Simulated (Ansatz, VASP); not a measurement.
# BH12C3N in VASP and in Ansatz

```
CELL_PARAMETERS angstrom
4.53960 2.62094 1.96407
-4.53960 2.62094 1.96407
0.00000 -5.24188 1.96407
ATOMIC_POSITIONS crystal
B 0.91710 0.91710 0.91710
H 0.30050 0.56150 0.30050
H 0.30050 0.30050 0.56150
H 0.56150 0.30050 0.30050
H 0.41000 0.85170 0.58120
H 0.58120 0.41000 0.85170
H 0.85170 0.58120 0.41000
H 0.58120 0.85170 0.41000
H 0.85170 0.41000 0.58120
H 0.41000 0.58120 0.85170
H 0.04295 0.04295 0.83100
H 0.83100 0.04295 0.04295
H 0.04295 0.83100 0.04295
C 0.46620 0.73110 0.46620
C 0.46620 0.46620 0.73110
C 0.73110 0.46620 0.46620
N 0.64260 0.64260 0.64260
```

Alike in both runs: task single point; functional PBE; dispersion D3(BJ); k mesh 6 × 6 × 6; occupations gaussian, width 0.1 eV; no spin polarisation.

```csv
,VASP,Ansatz
version,VASP 6.6.1,Ansatz 0.2.0
potentials or method,"VASP PAW PBE potentials, release 64 (B, H, C, N), cutoff 520 eV","scalar-relativistic, plane waves, PAW"
valence electrons in the cell,32,32
```

|  | VASP | Ansatz | Ansatz less VASP |
| --- | --- | --- | --- |
| gap on the k mesh at the Fermi level (eV) | 6.66 | 6.66 | -0.003 |
| least direct gap on the mesh (eV) | 6.68 | 6.68 | -0.003 |
| pressure (GPa) | 19.6 | 19.8 | +0.19 |
| traceless stress, the component that is largest in VASP (GPa) | 1.73 | 1.80 | +0.069 |
| rms of the force components (eV/Å) | 2.501 | 2.509 | +0.0080 |

Atom by atom the forces differ by 0.015 eV/Å (rms over components).
